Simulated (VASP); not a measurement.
Set up this calculation in VASP 6.6.1, as the native input.

| Property | Result |
| --- | --- |
| Task | relaxation of shape and atoms at fixed volume |
| Functional | PBE |
| Potentials or basis | VASP PAW PBE potentials, release 64 (Al, N) |
| Cutoff | 600 eV |
| k mesh | 4 × 4 × 8 |
| Occupations | gaussian, width 0.02 eV |
| Spin | no spin polarisation |
| Dipole correction | no |
| Further INCAR settings | ALGO = Normal; EDIFF = 1e-06; IBRION = 2; EDIFFG = -0.01; NSW = 50; ISIF = 4 |

The structure of AlN lies in POSCAR:

```
AlN
1.0
    5.2752806871      0.0000000000      0.0000000000
    0.0000000000      5.2752806871      0.0000000000
    0.0000000000      0.0000000000      3.0903010378
Al N
4 4
Direct
    0.6769860000      0.6769860000      0.0000000000
    0.1769860000      0.8230140000      0.5000000000
    0.8230140000      0.1769860000      0.5000000000
    0.3230140000      0.3230140000      0.0000000000
    0.8154210000      0.8154210000      0.5000000000
    0.1845790000      0.1845790000      0.5000000000
    0.6845790000      0.3154210000      0.0000000000
    0.3154210000      0.6845790000      0.0000000000
```

These files were run (other wordings do the same):

INCAR

```
SYSTEM = AlN
PREC = Accurate
ENCUT = 600
EDIFF = 1E-6
ISMEAR = 0
SIGMA = 0.02
LREAL = .FALSE.
LASPH = .TRUE.
NELM = 60
ALGO = Normal
ISIF = 4
LWAVE = .FALSE.
LCHARG = .FALSE.
GGA = PE
IBRION = 2
NSW = 50
EDIFFG = -0.01
```

KPOINTS

```
regular mesh
0
G
  4 4 8
  0 0 0
```

Potentials or basis: VASP PAW PBE potentials, release 64 (Al, N).

Command:

```sh
$ cat potpaw_PBE.64/Al/POTCAR potpaw_PBE.64/N/POTCAR > POTCAR
$ mpirun -np 1 vasp_std > vasp.out
```

Results of the run:

- Energy gained by relaxing: 0.1 meV/atom
- Ionic steps: 3
- Pressure after relaxing: 5.5 GPa
- Largest force after relaxing: 0.006 eV/Å
- Band gap on the k mesh: 3.95 eV

Wall time 4.5 min on 1 thread of Intel Xeon 8259CL, with other jobs on the host, peak memory 0.2 GiB.
